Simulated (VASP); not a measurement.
# RbCl (Fm-3m) in VASP: further runs

Aim: see how the results for RbCl move with the level of theory and the settings. Levels: PBE, r2SCAN, HSE06, PBE0. Tasks: single point.

All numbers are computed with VASP 6.6.1; they aren't measurements. Logs are shortened: lines on timing, memory, paths and dates and some standing lists are left out, and cuts for length are marked.

### 1 The cell of the first run

The structure is cubic, space group Fm-3m (No. 225). The conventional cell has a = 6.611 Å, b = 6.611 Å, c = 6.611 Å, α = 90.00°, β = 90.00°, γ = 90.00°. Rb (site symmetry m-3m) has 6 Cl at 3.31 Å within 4.3 Å. Cl (site symmetry m-3m) has 6 Rb at 3.31 Å within 4.3 Å.

### 2 Single point, PBE

INCAR

```
PREC = Accurate
ENCUT = 500
EDIFF = 1E-6
ISMEAR = 0
SIGMA = 0.01
LREAL = F
LASPH = T
NELM = 120
ALGO = Normal
ISIF = 2
LWAVE = F
LCHARG = T
GGA = PE
LELF = T
LVHAR = T
NBANDS = 15
GGA_COMPAT = F
```

KPOINTS

```
Automatic mesh
0
Gamma
  6 6 6
```

POSCAR

```
RbCl
1.0
    0.0000000000      3.3057264191      3.3057264191
    3.3057264191      0.0000000000      3.3057264191
    3.3057264191      3.3057264191      0.0000000000
Rb Cl
1 1
Direct
    0.0000000000      0.0000000000      0.0000000000
    0.5000000000      0.5000000000      0.5000000000
```

Potentials or basis: VASP PAW PBE potentials, release 64 (Rb_sv, Cl).

On the command line:

```bash
$ cat potpaw_PBE.64/Rb_sv/POTCAR potpaw_PBE.64/Cl/POTCAR > POTCAR
$ mpirun -np 1 vasp_std > vasp.out
```

OUTCAR:

```text
PREC = Accurate
   ENCUT = 500
   EDIFF = 1E-6
   ISMEAR = 0
   LREAL = F
   LASPH = T
   NELM = 120
   ISIF = 2
   GGA = PE

 ion  position               nearest neighbor table
   1  0.000  0.000  0.000-   2 3.31   2 3.31   2 3.31   2 3.31   2 3.31   2 3.31
   2  0.500  0.500  0.500-   1 3.31   1 3.31   1 3.31   1 3.31   1 3.31   1 3.31

  LATTYP: Found a face centered cubic cell.
 ALAT       =     6.6114528382

  Lattice vectors:

 A1 = (   0.0000000000,   3.3057264191,   3.3057264191)
 A2 = (   3.3057264191,   0.0000000000,   3.3057264191)
 A3 = (   3.3057264191,   3.3057264191,   0.0000000000)

Analysis of symmetry for initial positions (statically):
=====================================================================
 Subroutine PRICEL returns:
 Original cell was already a primitive cell.

 Routine SETGRP: Setting up the symmetry group for a
 face centered cubic supercell.

 Subroutine GETGRP returns: Found 48 space group operations
 (whereof 48 operations were pure point group operations)
 out of a pool of 48 trial point group operations.

The static configuration has the point symmetry O_h .

Analysis of symmetry for dynamics (positions and initial velocities):
=====================================================================
 Subroutine PRICEL returns:
 Original cell was already a primitive cell.

 Routine SETGRP: Setting up the symmetry group for a
 face centered cubic supercell.

 Subroutine GETGRP returns: Found 48 space group operations
 (whereof 48 operations were pure point group operations)
 out of a pool of 48 trial point group operations.

The dynamic configuration has the point symmetry O_h .

 Subroutine INISYM returns: Found 48 space group operations
 (whereof 48 operations are pure point group operations),
 and found     1 'primitive' translations

----------------------------------------------------------------------------------------

                                     Primitive cell

  volume of cell :      72.2488

  direct lattice vectors                    reciprocal lattice vectors
     0.000000000  3.305726419  3.305726419    -0.151252686  0.151252686  0.151252686
     3.305726419  0.000000000  3.305726419     0.151252686 -0.151252686  0.151252686
     3.305726419  3.305726419  0.000000000     0.151252686  0.151252686 -0.151252686

  length of vectors
     4.675003135  4.675003135  4.675003135     0.261977337  0.261977337  0.261977337

  position of ions in fractional coordinates (direct lattice)
     0.000000000  0.000000000  0.000000000
     0.500000000  0.500000000  0.500000000

  ion indices of the primitive-cell ions
   primitive index   ion index
                 1           1
                 2           2

----------------------------------------------------------------------------------------

 KPOINTS: Automatic mesh

Automatic generation of k-mesh.
 Grid dimensions read from file:
 generate k-points for:    6    6    6

 Generating k-lattice:

  Cartesian coordinates                     Fractional coordinates (reciprocal lattice)
    -0.025208781  0.025208781  0.025208781     0.166666667  0.000000000  0.000000000
     0.025208781 -0.025208781  0.025208781     0.000000000  0.166666667  0.000000000
     0.025208781  0.025208781 -0.025208781     0.000000000  0.000000000  0.166666667

  Length of vectors
     0.043662889  0.043662889  0.043662889

  Shift w.r.t. Gamma in fractional coordinates (k-lattice)
     0.000000000  0.000000000  0.000000000

 Subroutine IBZKPT returns following result:
 ===========================================

 Found     16 irreducible k-points:

 Following reciprocal coordinates:
            Coordinates               Weight
  0.000000  0.000000  0.000000      1.000000
  0.166667  0.000000  0.000000      8.000000
  0.333333  0.000000  0.000000      8.000000
  0.500000  0.000000  0.000000      4.000000
  0.166667  0.166667  0.000000      6.000000
  0.333333  0.166667  0.000000     24.000000
[... 8 lines left out ...]
 -0.333333  0.333333  0.166667     24.000000
 -0.333333  0.500000  0.166667     12.000000
   k-points           NKPTS =     16   k-points in BZ     NKDIM =     16   number of bands    NBANDS=     15
   number of dos      NEDOS =    301   number of ions     NIONS =      2
   total plane-waves  NPLWV =  46656
   dimension x,y,z NGX =    36 NGY =   36 NGZ =   36
   dimension x,y,z NGXF=    72 NGYF=   72 NGZF=   72
   ions per type =               1   1
   NGX,Y,Z   is equivalent  to a cutoff of  12.80, 12.80, 12.80 a.u.
   NGXF,Y,Z  is equivalent  to a cutoff of  25.60, 25.60, 25.60 a.u.
 SYSTEM =  unknown system
   PREC   = accura    normal or accurate (medium, high low for compatibility)
   ISTART =      0    job   : 0-new  1-cont  2-samecut
   ICHARG =      2    charge: 1-file 2-atom 10-const
   ISPIN  =      1    spin polarized calculation?
   LNONCOLLINEAR =      F non collinear calculations
   LSORBIT =      F    spin-orbit coupling
   LASPH  =      T    aspherical Exc in radial PAW
   ENCUT  =  500.0 eV  36.75 Ry    6.06 a.u.   8.52  8.52  8.52*2*pi/ulx,y,z
   NELM   =    120;   NELMIN=  2; NELMDL= -5     # of ELM steps
   EDIFF  = 0.1E-05   stopping-criterion for ELM
   LREAL  =      F    real-space projection
   EDIFFG = 0.1E-04   stopping-criterion for IOM
   NSW    =      0    number of steps for IOM
   IBRION =     -1    ionic relax: 0-MD 1-quasi-New 2-CG
   NFREE  =      0    steps in history (QN), initial steepest desc. (CG)
   ISIF   =      2    stress and relaxation
   ISYM   =      2    0-nonsym 1-usesym 2-fastsym
   POTIM  = 0.5000    time-step for ionic-motion
   TEBEG  =    0.0;   TEEND  =   0.0 temperature during run
   PSTRESS=    0.0 pullay stress
   NELECT =      16.0000    total number of electrons
   NUPDOWN=      -1.0000    fix difference up-down
   EMIN   =  10.00;   EMAX   =-10.00  energy-range for DOS
   EFERMI =   0.00;   METHOD = LEGACY
   ISMEAR =     0;   SIGMA  =   0.01  broadening in eV -4-tet -1-fermi 0-gaus
   EFERMI_NEDOS =   21; number of points for ismear=-14 and -15
   IALGO  =     38    algorithm
   IMIX   =      4    mixing-type and parameters
     AMIX     =   0.40;   BMIX     =  1.00
     AMIX_MAG =   1.60;   BMIX_MAG =  1.00
  volume/ion in A,a.u.               =      36.12       243.78
  Fermi-wavevector in a.u.,A,eV,Ry     =   0.990462  1.871702 13.347525  0.981015
  Thomas-Fermi vector in A             =   2.122134
   LORBIT       =      0    0 simple, 1 ext, 2 COOP (PROOUT), +10 PAW based schemes
   GGA     = PE    functional components
   LHFCALC =     F    Hartree Fock is set to
   AEXX    =    0.0000 exact exchange contribution
   IVDW    =     0    specifies the selected vdW correction
   LEPSILON=     F    determine dielectric tensor
   LRPA    =     F    only Hartree local field effects (RPA)
 non-spin polarized calculation
 Gauss-broadening in eV      SIGMA  =   0.01
  energy-cutoff  :      500.00
  volume of cell :       72.25
 maximum number of plane-waves:      1853
 NGX is ok and might be reduce to    36
   NGX = 17   NGY = 17   NGZ = 17

 number of electron      16.0000002 magnetization

 Free energy of the ion-electron system (eV)
  ---------------------------------------------------
  ext. energy  EPLUGINS =         0.00000000
  ---------------------------------------------------
  free energy    TOTEN  =        -6.66988185 eV

  energy without entropy =       -6.66988185  energy(sigma->0) =       -6.66988185

 E-fermi :  -1.8379     XC(G=0):  -7.2968

 val. band max:       -1.9288672284   @ k =   0.0000   0.0000   0.0000
 cond. band min:       3.0251661889   @ k =   0.0000   0.0000   0.0000
 fundamental gap:      4.9540334173
 Fermi energy:        -1.8378785164

 k-point     1 :       0.0000    0.0000    0.0000
  band No.  band energies     occupation
      1     -25.8840      2.00000
      2     -13.9148      2.00000
      3      -9.9329      2.00000
      4      -9.9329      2.00000
      5      -9.9329      2.00000
      6      -1.9289      2.00000
      7      -1.9289      2.00000
      8      -1.9289      2.00000
      9       3.0252      0.00000
     10       6.0556      0.00000
     11       6.0556      0.00000
     12       6.0556      0.00000
     13       7.0301      0.00000
     14       7.0301      0.00000
     15      10.1358      0.00000

 k-point     2 :       0.1667    0.0000    0.0000
  band No.  band energies     occupation
      1     -25.8803      2.00000
      2     -13.9295      2.00000
      3      -9.9360      2.00000
      4      -9.9360      2.00000
      5      -9.9270      2.00000
      6      -2.1786      2.00000
      7      -2.0151      2.00000
      8      -2.0151      2.00000
      9       3.6368      0.00000
     10       5.8830      0.00000
     11       6.3955      0.00000
     12       6.3955      0.00000
     13       7.4275      0.00000
     14       7.4275      0.00000
     15      11.1795      0.00000

 k-point     3 :       0.3333    0.0000    0.0000
  band No.  band energies     occupation
      1     -25.8729      2.00000
      2     -13.9585      2.00000
      3      -9.9420      2.00000
      4      -9.9420      2.00000
      5      -9.9155      2.00000
      6      -2.5921      2.00000
      7      -2.1783      2.00000
      8      -2.1783      2.00000
      9       4.9629      0.00000
     10       5.8631      0.00000
     11       7.3316      0.00000
     12       7.3316      0.00000
     13       8.4372      0.00000
     14       8.4372      0.00000
     15      10.8256      0.00000
[... 199 lines left out ...]
 k-point    15 :      -0.3333    0.3333    0.1667
  band No.  band energies     occupation
      1     -25.8659      2.00000
      2     -13.9179      2.00000
      3     -10.0646      2.00000
      4     -10.0581      2.00000
      5      -9.9248      2.00000
      6      -2.4587      2.00000
      7      -2.1935      2.00000
      8      -2.1895      2.00000
      9       5.7491      0.00000
     10       5.8123      0.00000
     11       7.5543      0.00000
     12       7.6295      0.00000
     13       9.0212      0.00000
     14       9.6059      0.00000
     15      10.0352      0.00000

 k-point    16 :      -0.3333    0.5000    0.1667
  band No.  band energies     occupation
      1     -25.8649      2.00000
      2     -13.8913      2.00000
      3     -10.1400      2.00000
      4     -10.0659      2.00000
      5      -9.9494      2.00000
      6      -2.2789      2.00000
      7      -2.2148      2.00000
      8      -2.1076      2.00000
      9       4.9727      0.00000
     10       6.5910      0.00000
     11       6.8127      0.00000
     12       7.8568      0.00000
     13       8.8698      0.00000
     14       9.7615      0.00000
     15      10.2573      0.00000

------------------------ aborting loop because EDIFF is reached ----------------------------------------

  FORCE on cell =-STRESS in cart. coord.  units (eV):
  Direction    XX          YY          ZZ          XY          YZ          ZX
  --------------------------------------------------------------------------------------
  -------------------------------------------------------------------------------------
  Total        0.2763731      0.2763731      0.2763731      0.0000000     -0.0000000      0.0000000
  in kB        6.1288019      6.1288019      6.1288019      0.0000000     -0.0000000      0.0000000
  external PRESSURE =       6.1288019 kB  Pullay stress =       0.0000000 kB

 VOLUME and BASIS-vectors are now :
 -----------------------------------------------------------------------------
  energy-cutoff  :      500.00
  volume of cell :       72.25
      direct lattice vectors                 reciprocal lattice vectors
     0.000000000  3.305726419  3.305726419    -0.151252686  0.151252686  0.151252686
     3.305726419  0.000000000  3.305726419     0.151252686 -0.151252686  0.151252686
     3.305726419  3.305726419  0.000000000     0.151252686  0.151252686 -0.151252686

 POSITION                                       TOTAL-FORCE (eV/Angst)
 -----------------------------------------------------------------------------------
      0.00000      0.00000      0.00000         0.000000      0.000000     -0.000000
      3.30573      3.30573      3.30573        -0.000000     -0.000000      0.000000
 -----------------------------------------------------------------------------------
    total drift:                                0.000000      0.000000      0.000000

  FREE ENERGIE OF THE ION-ELECTRON SYSTEM (eV)
  ---------------------------------------------------
  free  energy   TOTEN  =        -6.6698818525 eV

  energy  without entropy=       -6.6698818525  energy(sigma->0) =       -6.66988185
```

Wall time 25 s (1 thread of AMD EPYC 7R13, shared host); peak memory 0.17 GiB.

Results:

```
Free energy            : -6.6699 eV
Pressure               : 0.6 GPa
Band gap on the k mesh : 4.95 eV
```

Expect the measured gap to be larger: semilocal functionals such as PBE lack the derivative discontinuity.

### 3 Single point, r2SCAN

POSCAR is that of step 2.

INCAR.step1

```
ALGO = Normal
EDIFF = 1E-5
ENCUT = 550
GGA = PE
GGA_COMPAT = False
ISMEAR = 0
LASPH = True
LCHARG = False
LREAL = False
LWAVE = True
NBANDS = 15
NELM = 120
PREC = Accurate
SIGMA = 0.01
```

INCAR.step2

```
ALGO = Normal
EDIFF = 1E-6
ENCUT = 550
GGA_COMPAT = False
ISIF = 2
ISMEAR = 0
ISTART = 1
LASPH = True
LCHARG = True
LELF = True
LMIXTAU = True
LREAL = False
LVHAR = True
LWAVE = False
METAGGA = R2SCAN
NBANDS = 15
NELM = 120
PREC = Accurate
SIGMA = 0.01
```

KPOINTS

```
k-points
0
Gamma
  4 4 4
```

Potentials or basis: VASP PAW PBE potentials, release 64 (Rb_sv, Cl).

On the command line:

```bash
$ cat potpaw_PBE.64/Rb_sv/POTCAR potpaw_PBE.64/Cl/POTCAR > POTCAR
$ cp INCAR.step1 INCAR
$ mpirun -np 1 vasp_std > vasp.out
$ cp INCAR.step2 INCAR
$ mpirun -np 1 vasp_std > vasp.out
```

OUTCAR:

```text
EDIFF = 1E-6
   ENCUT = 550
   ISIF = 2
   ISMEAR = 0
   ISTART = 1
   LASPH = True
   LREAL = False
   METAGGA = R2SCAN
   NELM = 120
   PREC = Accurate

 ion  position               nearest neighbor table
   1  0.000  0.000  0.000-   2 3.31   2 3.31   2 3.31   2 3.31   2 3.31   2 3.31
   2  0.500  0.500  0.500-   1 3.31   1 3.31   1 3.31   1 3.31   1 3.31   1 3.31

  LATTYP: Found a face centered cubic cell.
 ALAT       =     6.6114528382

  Lattice vectors:

 A1 = (   0.0000000000,   3.3057264191,   3.3057264191)
 A2 = (   3.3057264191,   0.0000000000,   3.3057264191)
 A3 = (   3.3057264191,   3.3057264191,   0.0000000000)

Analysis of symmetry for initial positions (statically):
=====================================================================
 Subroutine PRICEL returns:
 Original cell was already a primitive cell.

 Routine SETGRP: Setting up the symmetry group for a
 face centered cubic supercell.

 Subroutine GETGRP returns: Found 48 space group operations
 (whereof 48 operations were pure point group operations)
 out of a pool of 48 trial point group operations.

[... 158 lines left out ...]
      5     -10.5210      2.00000
      6      -2.3470      2.00000
      7      -2.3470      2.00000
      8      -2.3470      2.00000
      9       3.2099      0.00000
     10       6.2592      0.00000
     11       6.2592      0.00000
     12       6.2592      0.00000
     13       7.4219      0.00000
     14       7.4219      0.00000
[... 113 lines left out ...]
      2     -14.8649      2.00000
      3     -10.6906      2.00000
      4     -10.6906      2.00000
      5     -10.5093      2.00000
      6      -2.7666      2.00000
      7      -2.5878      2.00000
      8      -2.5878      2.00000
      9       5.7969      0.00000
     10       5.7969      0.00000
     11       7.7898      0.00000
     12       7.8605      0.00000
     13      10.0395      0.00000
     14      10.1618      0.00000
     15      10.7612      0.00000

------------------------ aborting loop because EDIFF is reached ----------------------------------------

  FORCE on cell =-STRESS in cart. coord.  units (eV):
  Direction    XX          YY          ZZ          XY          YZ          ZX
  --------------------------------------------------------------------------------------
  -------------------------------------------------------------------------------------
  Total        0.0159057      0.0159057      0.0159057     -0.0000000      0.0000000     -0.0000000
  in kB        0.3527214      0.3527214      0.3527214     -0.0000000      0.0000000     -0.0000000
  external PRESSURE =       0.3527214 kB  Pullay stress =       0.0000000 kB

 VOLUME and BASIS-vectors are now :
 -----------------------------------------------------------------------------
  energy-cutoff  :      550.00
  volume of cell :       72.25
      direct lattice vectors                 reciprocal lattice vectors
     0.000000000  3.305726419  3.305726419    -0.151252686  0.151252686  0.151252686
     3.305726419  0.000000000  3.305726419     0.151252686 -0.151252686  0.151252686
     3.305726419  3.305726419  0.000000000     0.151252686  0.151252686 -0.151252686

 POSITION                                       TOTAL-FORCE (eV/Angst)
 -----------------------------------------------------------------------------------
      0.00000      0.00000      0.00000        -0.000000     -0.000000     -0.000000
      3.30573      3.30573      3.30573         0.000000      0.000000      0.000000
 -----------------------------------------------------------------------------------
    total drift:                                0.000000      0.000000      0.000000

  FREE ENERGIE OF THE ION-ELECTRON SYSTEM (eV)
  ---------------------------------------------------
  free  energy   TOTEN  =       -24.3855586093 eV

  energy  without entropy=      -24.3855586093  energy(sigma->0) =      -24.38555861
```

OUTCAR.step1:

```text
EDIFF = 1E-5
   ENCUT = 550
   GGA = PE
   ISMEAR = 0
   LASPH = True
[... 345 lines left out ...]
 -----------------------------------------------------------------------------------
      0.00000      0.00000      0.00000        -0.000000     -0.000000     -0.000000
      3.30573      3.30573      3.30573         0.000000      0.000000      0.000000
 -----------------------------------------------------------------------------------
    total drift:                                0.000000      0.000000      0.000000

  FREE ENERGIE OF THE ION-ELECTRON SYSTEM (eV)
  ---------------------------------------------------
  free  energy   TOTEN  =        -6.6698883958 eV

  energy  without entropy=       -6.6698883958  energy(sigma->0) =       -6.66988840
```

Run time: 65 s. Hardware: 1 thread of AMD EPYC 7R13, shared host; peak memory 0.19 GiB.

What came out:

```
Free energy            : -24.3856 eV
Pressure               : 0.0 GPa
Band gap on the k mesh : 5.56 eV
```

Caveat: the PAW data sets were made with another functional, which shifts forces and pressure a little. r2SCAN opens gaps a little over a GGA but as a rule still falls short of measured ones.

### 4 Single point, HSE06

POSCAR is that of step 3.

INCAR.step1

```
SYSTEM = RbCl
PREC = Accurate
ENCUT = 400
EDIFF = 1E-5
ISMEAR = 0
SIGMA = 0.01
LREAL = .False.
LASPH = .True.
NELM = 120
ALGO = Normal
ISIF = 2
LWAVE = .True.
NBANDS = 15
GGA = PE
GGA_COMPAT = .False.
```

INCAR.step2

```
SYSTEM = RbCl
PREC = Accurate
ENCUT = 400
EDIFF = 1E-6
ISMEAR = 0
SIGMA = 0.01
LREAL = .False.
LASPH = .True.
NELM = 120
ALGO = Normal
ISIF = 2
LWAVE = .False.
LCHARG = .True.
GGA = PE
LHFCALC = .True.
HFSCREEN = 0.2079
PRECFOCK = Normal
LELF = .True.
LVHAR = .True.
NBANDS = 15
ISTART = 1
GGA_COMPAT = .False.
```

KPOINTS

```
regular mesh
0
Gamma
  4 4 4
  0 0 0
```

On the command line:

```bash
$ cat potpaw_PBE.64/Rb_sv/POTCAR potpaw_PBE.64/Cl/POTCAR > POTCAR
$ cp INCAR.step1 INCAR
$ mpirun -np 1 vasp_std > vasp.out
$ cp INCAR.step2 INCAR
$ mpirun -np 1 vasp_std > vasp.out
```

Run time: 8.3 min. Hardware: 1 thread of AMD EPYC 7R13, shared host; peak memory 0.24 GiB.

The run converged. Its results:

```
Free energy            : -7.7416 eV
Pressure               : 0.3 GPa
Band gap on the k mesh : 6.25 eV
```

Levels at points of the mesh, in eV from the valence-band top:
| k point | band 6 | band 7 | band 8 | band 9 | band 10 | band 11 |
| --- | --- | --- | --- | --- | --- | --- |
| (0.00, 0.00, 0.00) | 0.00 | 0.00 | 0.00 | 6.25 | 9.39 | 9.39 |
| (0.50, 0.00, 0.00) | -0.86 | -0.34 | -0.34 | 8.99 | 9.31 | 11.66 |
| (0.50, 0.50, 0.00) | -0.34 | -0.11 | -0.11 | 7.50 | 9.45 | 11.00 |

Caveat: the PAW data sets were made with another functional, which shifts forces and pressure a little.

(Part 1 of 2 ends here.)
